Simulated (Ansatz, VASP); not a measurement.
# One calculation of ZrB2, two programs

```
Zr B
1.0
     3.17000   -0.06340    0.00000
    -1.63991    2.77700    0.00000
     0.00000    0.00000    3.53300
Zr B
1 2
Direct
  0.00000 0.00000 0.00000
  0.66667 0.33333 0.50000
  0.33333 0.66667 0.50000
```

Change from the starting cell: strain_shear_xy = -0.04.

Alike in both runs: functional PBEsol; k mesh 10 × 10 × 8; occupations fermi-dirac, width 0.05 eV; no spin polarisation.

```csv
,VASP,Ansatz
version,VASP 6.6.1,Ansatz 0.2.0
potentials or method,"VASP PAW PBE potentials, release 64 (Zr_sv, B), cutoff 500 eV","all-electron LAPW, scalar-relativistic"
task,single point,band structure
```

|  | VASP | Ansatz | Ansatz less VASP |
| --- | --- | --- | --- |
| gap on the k mesh at the Fermi level (eV) | none | none | - |
| pressure (GPa) | -3.4 | -3.7 | -0.33 |
| traceless stress, the component that is largest in VASP (GPa) | 10.05 | 10.03 | -0.013 |
| rms of the force components (eV/Å) | 0.030 | 0.031 | +0.0010 |

VASP's potentials were made for PBE, not for PBEsol. Atom by atom the forces differ by 0.001 eV/Å (rms over components). A gap of «none» marks a metal or a gap that the smearing closes. Ansatz ran all-electron here, and VASP with PAW potentials.
